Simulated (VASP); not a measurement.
# Ge (P6_3/mmc) in VASP: further runs

Runs on Ge. Level: PBE. Tasks: single point.

Program: VASP 6.6.1. These are calculated values, not measurements. Logs are shortened: lines on timing, memory, paths and dates and some standing lists are left out, and cuts for length are marked.

## Step 1: The cell of the first run

It takes space group P6_3/mmc (No. 194, hexagonal). The conventional cell has a = 2.760 Å, b = 2.760 Å, c = 4.697 Å, α = 90.00°, β = 90.00°, γ = 120.00°. Ge (site symmetry -6m2) has 12 Ge at 2.76 to 2.84 Å within 3.6 Å.

This isn't the form of Ge at room conditions, which is diamond.

## Step 2: Single point, PBE

INCAR

```
SYSTEM = Ge
  PREC = Accurate
  ENCUT = 520
  EDIFF = 1E-7
  ISMEAR = -1
  SIGMA = 0.1
  LREAL = .False.
  LASPH = .True.
  NELM = 80
  ALGO = Normal
  ISIF = 2
  LWAVE = .False.
  LCHARG = .False.
  GGA = PE
  NBANDS = 21
```

KPOINTS

```
Automatic mesh
0
Gamma
  14 14 8
  0 0 0
```

POSCAR

```
Ge
1.0
    2.7598948783      0.0000000000      0.0000000000
   -1.3799474392      2.3901390764      0.0000000000
    0.0000000000      0.0000000000      4.6972790817
Ge
2
Direct
    0.3333333333      0.6666666667      0.2500000000
    0.6666666667      0.3333333333      0.7500000000
```

Potentials or basis: VASP PAW PBE potentials, release 64 (Ge_d).

Launch:

```sh
cat potpaw_PBE.64/Ge_d/POTCAR > POTCAR
mpirun -np 1 vasp_std > vasp.out
```

OUTCAR:

```text
SYSTEM = Ge
   PREC = Accurate
   ENCUT = 520
   EDIFF = 1E-7
   ISMEAR = -1
   LREAL = .False.
   LASPH = .True.
   NELM = 80
   ISIF = 2
   GGA = PE

 ion  position               nearest neighbor table
   1  0.333  0.667  0.250-   2 2.84   2 2.84   2 2.84   2 2.84   2 2.84   2 2.84
   2  0.667  0.333  0.750-   1 2.84   1 2.84   1 2.84   1 2.84   1 2.84   1 2.84

  LATTYP: Found a hexagonal cell.
 ALAT       =     2.7598948783
 C/A-ratio  =     1.7019775350

  Lattice vectors:

 A1 = (   2.7598948783,   0.0000000000,   0.0000000000)
 A2 = (  -1.3799474392,   2.3901390764,   0.0000000000)
 A3 = (   0.0000000000,   0.0000000000,   4.6972790817)

Analysis of symmetry for initial positions (statically):
=====================================================================
 Subroutine PRICEL returns:
 Original cell was already a primitive cell.

 Routine SETGRP: Setting up the symmetry group for a
 hexagonal supercell.

 Subroutine GETGRP returns: Found 24 space group operations
 (whereof 12 operations were pure point group operations)
 out of a pool of 24 trial point group operations.

The static configuration has the point symmetry D_3d.
 The point group associated with its full space group is D_6h.

Analysis of symmetry for dynamics (positions and initial velocities):
=====================================================================
 Subroutine PRICEL returns:
 Original cell was already a primitive cell.

 Routine SETGRP: Setting up the symmetry group for a
 hexagonal supercell.

 Subroutine GETGRP returns: Found 24 space group operations
 (whereof 12 operations were pure point group operations)
 out of a pool of 24 trial point group operations.

The dynamic configuration has the point symmetry D_3d.
 The point group associated with its full space group is D_6h.

 Subroutine INISYM returns: Found 24 space group operations
 (whereof 12 operations are pure point group operations),
 and found     1 'primitive' translations

----------------------------------------------------------------------------------------

                                     Primitive cell

  volume of cell :      30.9858

  direct lattice vectors                    reciprocal lattice vectors
     2.759894878  0.000000000  0.000000000     0.362332641  0.209192848  0.000000000
    -1.379947439  2.390139076  0.000000000     0.000000000  0.418385696  0.000000000
     0.000000000  0.000000000  4.697279082     0.000000000  0.000000000  0.212889203

  length of vectors
     2.759894878  2.759894878  4.697279082     0.418385696  0.418385696  0.212889203

  position of ions in fractional coordinates (direct lattice)
     0.333333333  0.666666667  0.250000000
     0.666666667  0.333333333  0.750000000

  ion indices of the primitive-cell ions
   primitive index   ion index
                 1           1
                 2           2

----------------------------------------------------------------------------------------

 KPOINTS: Automatic mesh

Automatic generation of k-mesh.
 Grid dimensions read from file:
 generate k-points for:   14   14    8

 Generating k-lattice:

  Cartesian coordinates                     Fractional coordinates (reciprocal lattice)
     0.025880903  0.014942346  0.000000000     0.071428571  0.000000000  0.000000000
     0.000000000  0.029884693  0.000000000     0.000000000  0.071428571  0.000000000
     0.000000000  0.000000000  0.026611150     0.000000000  0.000000000  0.125000000

  Length of vectors
     0.029884693  0.029884693  0.026611150

  Shift w.r.t. Gamma in fractional coordinates (k-lattice)
     0.000000000  0.000000000  0.000000000

 Subroutine IBZKPT returns following result:
 ===========================================

 Found    120 irreducible k-points:

 Following reciprocal coordinates:
            Coordinates               Weight
  0.000000  0.000000  0.000000      1.000000
  0.071429  0.000000  0.000000      6.000000
  0.142857  0.000000  0.000000      6.000000
  0.214286  0.000000  0.000000      6.000000
  0.285714  0.000000  0.000000      6.000000
  0.357143 -0.000000  0.000000      6.000000
[... 16 lines left out ...]
  0.285714  0.285714  0.000000      6.000000
  0.357143  0.285714  0.000000      6.000000
 [... further k-points ...]
   k-points           NKPTS =    120   k-points in BZ     NKDIM =    120   number of bands    NBANDS=     21
   number of dos      NEDOS =    301   number of ions     NIONS =      2
   total plane-waves  NPLWV =  20736
   dimension x,y,z NGX =    24 NGY =   24 NGZ =   36
   dimension x,y,z NGXF=    48 NGYF=   48 NGZF=   72
   ions per type =               2
   NGX,Y,Z   is equivalent  to a cutoff of  14.46, 14.46, 12.74 a.u.
   NGXF,Y,Z  is equivalent  to a cutoff of  28.91, 28.91, 25.48 a.u.
 SYSTEM =  Ge
   PREC   = accura    normal or accurate (medium, high low for compatibility)
   ISTART =      0    job   : 0-new  1-cont  2-samecut
   ICHARG =      2    charge: 1-file 2-atom 10-const
   ISPIN  =      1    spin polarized calculation?
   LNONCOLLINEAR =      F non collinear calculations
   LSORBIT =      F    spin-orbit coupling
   LASPH  =      T    aspherical Exc in radial PAW
   ENCUT  =  520.0 eV  38.22 Ry    6.18 a.u.   5.13  5.13  8.73*2*pi/ulx,y,z
   NELM   =     80;   NELMIN=  2; NELMDL= -5     # of ELM steps
   EDIFF  = 0.1E-06   stopping-criterion for ELM
   LREAL  =      F    real-space projection
   EDIFFG = 0.1E-05   stopping-criterion for IOM
   NSW    =      0    number of steps for IOM
   IBRION =     -1    ionic relax: 0-MD 1-quasi-New 2-CG
   NFREE  =      0    steps in history (QN), initial steepest desc. (CG)
   ISIF   =      2    stress and relaxation
   ISYM   =      2    0-nonsym 1-usesym 2-fastsym
   POTIM  = 0.5000    time-step for ionic-motion
   TEBEG  =    0.0;   TEEND  =   0.0 temperature during run
   PSTRESS=    0.0 pullay stress
   NELECT =      28.0000    total number of electrons
   NUPDOWN=      -1.0000    fix difference up-down
   EMIN   =  10.00;   EMAX   =-10.00  energy-range for DOS
   EFERMI =   0.00;   METHOD = LEGACY
   ISMEAR =    -1;   SIGMA  =   0.10  broadening in eV -4-tet -1-fermi 0-gaus
   EFERMI_NEDOS =   21; number of points for ismear=-14 and -15
   IALGO  =     38    algorithm
   IMIX   =      4    mixing-type and parameters
     AMIX     =   0.40;   BMIX     =  1.00
     AMIX_MAG =   1.60;   BMIX_MAG =  1.00
  volume/ion in A,a.u.               =      15.49       104.55
  Fermi-wavevector in a.u.,A,eV,Ry     =   1.582730  2.990926 34.083057  2.505034
  Thomas-Fermi vector in A             =   2.682609
   LORBIT       =      0    0 simple, 1 ext, 2 COOP (PROOUT), +10 PAW based schemes
   GGA     = PE    functional components
   LHFCALC =     F    Hartree Fock is set to
   AEXX    =    0.0000 exact exchange contribution
   IVDW    =     0    specifies the selected vdW correction
   LEPSILON=     F    determine dielectric tensor
   LRPA    =     F    only Hartree local field effects (RPA)
 non-spin polarized calculation
  energy-cutoff  :      520.00
  volume of cell :       30.99
 maximum number of plane-waves:       846
 NGX is ok and might be reduce to    24
   NGX = 11   NGY = 11   NGZ = 17

 number of electron      28.0000010 magnetization

 Free energy of the ion-electron system (eV)
  ---------------------------------------------------
  ext. energy  EPLUGINS =         0.00000000
  ---------------------------------------------------
  free energy    TOTEN  =        -7.93087143 eV

  energy without entropy =       -7.90806601  energy(sigma->0) =       -7.91946872

 E-fermi :   9.2077     XC(G=0): -12.3232

 val. band max:        9.2025104825   @ k =   0.2857   0.2857   0.1250
 cond. band min:       9.2351430366   @ k =   0.4286   0.1429   0.0000
 fundamental gap:      0.0326325541
 Fermi energy:         9.2076606975

 k-point     1 :       0.0000    0.0000    0.0000
  band No.  band energies     occupation
      1     -15.7589      2.00000
      2     -15.7519      2.00000
      3     -15.7306      2.00000
      4     -15.7306      2.00000
      5     -15.7183      2.00000
      6     -15.7183      2.00000
[... 13 lines left out ...]
     20      23.2292      0.00000
     21      25.0160      0.00000

 k-point     2 :       0.0714    0.0000    0.0000
  band No.  band energies     occupation
      1     -15.7572      2.00000
      2     -15.7501      2.00000
      3     -15.7277      2.00000
      4     -15.7219      2.00000
      5     -15.7172      2.00000
      6     -15.7100      2.00000
[... 13 lines left out ...]
     20      23.7078      0.00000
     21      24.3732      0.00000

 k-point     3 :       0.1429    0.0000    0.0000
  band No.  band energies     occupation
      1     -15.7681      2.00000
      2     -15.7361      2.00000
      3     -15.7264      2.00000
      4     -15.7008      2.00000
      5     -15.6976      2.00000
      6     -15.6866      2.00000
[... 13 lines left out ...]
     20      23.2709      0.00000
     21      24.3563      0.00000

 k-point     4 :       0.2143    0.0000    0.0000
  band No.  band energies     occupation
      1     -15.7874      2.00000
      2     -15.7355      2.00000
      3     -15.7115      2.00000
      4     -15.6985      2.00000
      5     -15.6813      2.00000
      6     -15.6683      2.00000
[... 13 lines left out ...]
     20      22.0864      0.00000
     21      24.3393      0.00000

 k-point     5 :       0.2857    0.0000    0.0000
  band No.  band energies     occupation
      1     -15.8086      2.00000
      2     -15.7461      2.00000
      3     -15.7239      2.00000
      4     -15.6926      2.00000
      5     -15.6859      2.00000
      6     -15.6381      2.00000
[... 13 lines left out ...]
     20      21.8986      0.00000
     21      23.9546      0.00000

 k-point     6 :       0.3571   -0.0000    0.0000
  band No.  band energies     occupation
      1     -15.8275      2.00000
      2     -15.7568      2.00000
      3     -15.7483      2.00000
      4     -15.7022      2.00000
      5     -15.6630      2.00000
      6     -15.6547      2.00000
[... 13 lines left out ...]
     20      21.8017      0.00000
     21      23.5989      0.00000

 k-point     7 :       0.4286    0.0000    0.0000
  band No.  band energies     occupation
      1     -15.8404      2.00000
      2     -15.7658      2.00000
      3     -15.7645      2.00000
      4     -15.7087      2.00000
      5     -15.6654      2.00000
      6     -15.6473      2.00000
[... 13 lines left out ...]
     20      21.6529      0.00000
     21      23.3765      0.00000
[... 291 lines left out ...]
      1     -15.7535      2.00000
      2     -15.7487      2.00000
      3     -15.7465      2.00000
      4     -15.7098      2.00000
      5     -15.6734      2.00000
      6     -15.6539      2.00000
[... 13 lines left out ...]
     20      24.3013      0.00000
     21      24.7426      0.00000

 k-point    21 :       0.2857    0.2143    0.0000
  band No.  band energies     occupation
      1     -15.7664      2.00000
      2     -15.7591      2.00000
      3     -15.7217      2.00000
      4     -15.7090      2.00000
      5     -15.6647      2.00000
      6     -15.6623      2.00000
[... 13 lines left out ...]
     20      24.2999      0.00000
     21      25.9941      0.00000

 k-point    22 :       0.3571    0.2143    0.0000
  band No.  band energies     occupation
      1     -15.7764      2.00000
      2     -15.7643      2.00000
      3     -15.7049      2.00000
      4     -15.7045      2.00000
      5     -15.6732      2.00000
      6     -15.6527      2.00000
[... 13 lines left out ...]
     20      24.1042      0.00000
     21      27.3138      0.00000

 k-point    23 :       0.2857    0.2857    0.0000
  band No.  band energies     occupation
      1     -15.7770      2.00000
      2     -15.7188      2.00000
      3     -15.7180      2.00000
      4     -15.7029      2.00000
      5     -15.6742      2.00000
      6     -15.6469      2.00000
[... 13 lines left out ...]
     20      27.1453      0.00000
     21      27.3804      0.00000

 k-point    24 :       0.3571    0.2857    0.0000
  band No.  band energies     occupation
      1     -15.7808      2.00000
      2     -15.7182      2.00000
      3     -15.6962      2.00000
      4     -15.6883      2.00000
      5     -15.6828      2.00000
      6     -15.6539      2.00000
[... 13 lines left out ...]
     20      27.3287      0.00000
     21      28.5043      0.00000

 [... further k-points ...]

------------------------ aborting loop because EDIFF is reached ----------------------------------------

  FORCE on cell =-STRESS in cart. coord.  units (eV):
  Direction    XX          YY          ZZ          XY          YZ          ZX
  --------------------------------------------------------------------------------------
  -------------------------------------------------------------------------------------
  Total        4.5749930      4.5749930      4.5765349     -0.0000000     -0.0000000      0.0000000
  in kB      236.5587060    236.5587060    236.6384357     -0.0000000     -0.0000000      0.0000000
  external PRESSURE =     236.5852826 kB  Pullay stress =       0.0000000 kB

 VOLUME and BASIS-vectors are now :
 -----------------------------------------------------------------------------
  energy-cutoff  :      520.00
  volume of cell :       30.99
      direct lattice vectors                 reciprocal lattice vectors
     2.759894878  0.000000000  0.000000000     0.362332641  0.209192848  0.000000000
    -1.379947439  2.390139076  0.000000000     0.000000000  0.418385696  0.000000000
     0.000000000  0.000000000  4.697279082     0.000000000  0.000000000  0.212889203

 POSITION                                       TOTAL-FORCE (eV/Angst)
 -----------------------------------------------------------------------------------
     -0.00000      1.59343      1.17432        -0.000000     -0.000000      0.000000
      1.37995      0.79671      3.52296         0.000000      0.000000      0.000000
 -----------------------------------------------------------------------------------
    total drift:                               -0.000000      0.000000     -0.000000

  FREE ENERGIE OF THE ION-ELECTRON SYSTEM (eV)
  ---------------------------------------------------
  free  energy   TOTEN  =        -7.9308714275 eV

  energy  without entropy=       -7.9080660056  energy(sigma->0) =       -7.91946872
```

Run time: 28 s. Hardware: 1 thread of Intel Xeon 6975P-C (Granite Rapids), shared host; peak memory 0.19 GiB.

What came out:

- Free energy: -7.9309 eV
- Pressure: 23.7 GPa
- Band gap on the k mesh: zero (bands 14 and 15 overlap by 12.17 eV)

Caveat: the cell stands under pressure.

## Step 3: Single point, PBE (15.49 Å³/atom)

INCAR

```
ALGO = Normal
EDIFF = 1E-6
ENCUT = 520
GGA = PE
ISIF = 2
ISMEAR = -1
LASPH = True
LCHARG = False
LREAL = False
LWAVE = False
NBANDS = 21
NELM = 100
PREC = Accurate
SIGMA = 0.1
```

KPOINTS

```
k-points
0
Gamma
  14 14 8
```

Changes to POSCAR since step 2:

```diff
@@ -4,3 +4,3 @@
    -1.3799474392      2.3901390764      0.0000000000
-    0.0000000000      0.0000000000      4.6972790817
+    0.0000000000      0.0000000000      4.6972790818
 Ge
```

Potentials or basis: VASP PAW PBE potentials, release 64 (Ge_d).

Launch:

```sh
cat potpaw_PBE.64/Ge_d/POTCAR > POTCAR
mpirun -np 1 vasp_std > vasp.out
```

Wall time 24 s (1 thread of Intel Xeon 6975P-C (Granite Rapids), shared host); peak memory 0.19 GiB.

Results (log left out):

* Free energy: -7.9309 eV
* Pressure: 23.4 GPa
* Band gap on the k mesh: zero (bands 14 and 15 overlap by 12.17 eV)

Levels at points of the mesh, in eV from the Fermi level:
```csv
k point,band 11,band 12,band 13,band 14,band 15,band 16,band 17,band 18
"(0.00, 0.00, 0.00)",-15.09,-9.00,-7.08,8.89,8.89,10.06,10.97,10.97
"(0.50, 0.00, 0.00)",-8.85,-7.87,-2.64,-2.34,-1.36,1.00,3.46,7.48
"(0.00, 0.00, 0.50)",-13.37,-13.37,0.63,0.63,10.09,10.09,10.09,10.09
"(0.50, 0.00, 0.50)",-7.22,-7.22,-6.04,-6.04,5.18,5.18,5.20,5.20
```

Caveat: the cell stands under pressure.
